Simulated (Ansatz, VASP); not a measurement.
**Sb: VASP beside Ansatz**

```
CELL_PARAMETERS angstrom
2.19278 1.26600 3.81743
-2.19278 1.26600 3.81743
0.00000 -2.53200 3.81743
ATOMIC_POSITIONS crystal
Sb 0.23364 0.23364 0.23364
Sb 0.76636 0.76636 0.76636
```

Change from the starting cell: volume scaled by 1.06, crystal datasets.

Alike in both runs: task electric field gradients; functional PBE; k mesh 9 × 9 × 9; occupations fermi-dirac, width 0.05 eV; no spin polarisation.

|  | VASP | Ansatz |
| --- | --- | --- |
| version | VASP 6.6.1 | Ansatz 0.2.0 |
| potentials or method | VASP PAW PBE potentials, release 64 (Sb), cutoff 520 eV | all-electron PAW with datasets made for the crystal, scalar-relativistic |

|  | VASP | Ansatz | Ansatz less VASP |
| --- | --- | --- | --- |
| pressure (GPa) | -0.2 | -0.2 | -0.02 |
| traceless stress, the component that is largest in VASP (GPa) | 0.06 | 0.08 | +0.024 |
| rms of the force components (eV/Å) | 0.031 | 0.050 | +0.0193 |
| size of Vzz on the site where it differs most (V/Å²) | 45.5 | 49.2 | +3.71 |

Atom by atom the forces differ by 0.019 eV/Å (rms over components). Ansatz ran all-electron here, and VASP with PAW potentials.

Neither program's run includes spin-orbit coupling.
